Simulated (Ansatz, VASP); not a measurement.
# TiC in VASP and in Ansatz

```
CELL_PARAMETERS angstrom
0.00000 2.11982 2.11982
2.11982 0.00000 2.11982
2.11982 2.11982 0.00000
ATOMIC_POSITIONS crystal
Ti 0.00000 0.00000 0.00000
C 0.50000 0.50000 0.50000
```

Change from the starting cell: volume scaled by 0.94, crystal datasets.

Alike in both runs: task electric field gradients; functional PBEsol; k mesh 14 × 14 × 14; occupations fermi-dirac, width 0.03 eV; no spin polarisation.

```csv
,VASP,Ansatz
version,VASP 6.6.1,Ansatz 0.2.0
potentials or method,"VASP PAW PBE potentials, release 64 (Ti_sv, C), cutoff 520 eV","all-electron PAW with datasets made for the crystal, scalar-relativistic"
```

```csv
,VASP,Ansatz,Ansatz less VASP
pressure (GPa),11.1,10.8,-0.25
```

VASP's potentials were made for PBE, not for PBEsol. Ansatz ran all-electron here, and VASP with PAW potentials.
